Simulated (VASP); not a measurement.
TiIn4:

```
Ti In
1.0
     4.98894    0.00000    0.00000
    -2.49447    4.32055    0.00000
     0.00000    0.00000    6.06977
Ti In
1 4
Direct
  0.00000 0.00000 0.00000
  0.33333 0.66667 0.25063
  0.66667 0.33333 0.25063
  0.66667 0.33333 0.74937
  0.33333 0.66667 0.74937
```

The cell was generated, and may not be a known phase.

* Program: VASP 6.6.1
* Task: relaxation of cell and atoms
* Functional: PBE
* Potentials or basis: VASP PAW PBE potentials, release 64 (Ti_sv, In_d)
* Cutoff: 600 eV
* k mesh: 6 × 6 × 4
* Occupations: gaussian, width 0.1 eV
* Spin: no spin polarisation

At the start: pressure 0.1 GPa; volume 26.17 Å³/atom.

Task: Where does the relaxation end?

Result: Over 3 steps the energy falls by 17.3 meV/atom and the volume is 26.24 Å³/atom (+0.3 %); space group P6/mmm (No. 191, to 0.1 Å) before and after.

Step by step:
| step | energy change (eV) | largest force (eV/Å) | pressure (GPa) | volume (Å³) |
| --- | --- | --- | --- | --- |
| 1 | 0.0000 | 0.0595 | 0.11 | 130.83 |
| 2 | -0.0726 | 0.0322 | -0.01 | 131.09 |
| 3 | -0.0867 | 0.0260 | -0.02 | 131.19 |

Final structure:
```yaml
crystal:
  lattice:
    - [4.88264, 0.00000, 0.00000]
    - [-2.44132, 4.22849, 0.00000]
    - [0.00000, 0.00000, 6.35423]
  atoms:
    - { symbol: Ti, position: [0.00000, 0.00000, 0.00000] }
    - { symbol: In, position: [0.33333, 0.66667, 0.25143] }
    - { symbol: In, position: [0.66667, 0.33333, 0.25143] }
    - { symbol: In, position: [0.66667, 0.33333, 0.74857] }
    - { symbol: In, position: [0.33333, 0.66667, 0.74857] }
```
